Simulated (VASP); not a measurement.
A run of VASP 6.6.1:

INCAR

```
SYSTEM = Rh
  PREC = Accurate
  ENCUT = 520
  EDIFF = 1E-6
  ISMEAR = 0
  SIGMA = 0.15
  LREAL = .False.
  LASPH = .True.
  NELM = 60
  ALGO = Fast
  ISIF = 2
  LWAVE = .False.
  LCHARG = .False.
  NBANDS = 38
```

The input KPOINTS:

```
Automatic mesh
0
Gamma
  18 18 6
  0 0 0
```

POSCAR

```
Rh
1.0
    2.4623479726      0.0000000000      0.0000000000
   -1.2311739863      2.6387315109      0.0000000000
    0.0000000000      0.0000000000      8.0315990299
Rh
4
Direct
    0.0000000000      0.0000000000      0.0000000000
    0.3333333333      0.6666666667      0.2500000000
    0.0000000000      0.0000000000      0.5000000000
    0.6666666667      0.3333333333      0.7500000000
```

Potentials or basis: VASP PAW LDA potentials, release 64 (Rh_pv).

Command:

```bash
$ cat potpaw_LDA.64/Rh_pv/POTCAR > POTCAR
$ mpirun -np 1 vasp_std > vasp.out
```

Hardware: 1 thread of Oxide Virtual Turin-like Processor, with other jobs on the host.

Question: How long does it take, and how much memory?

Answer: Wall time 14 min on 1 thread of Oxide Virtual Turin-like Processor, on a shared host, peak memory 0.5 GiB. Counts: scf iterations 14, k points 364.
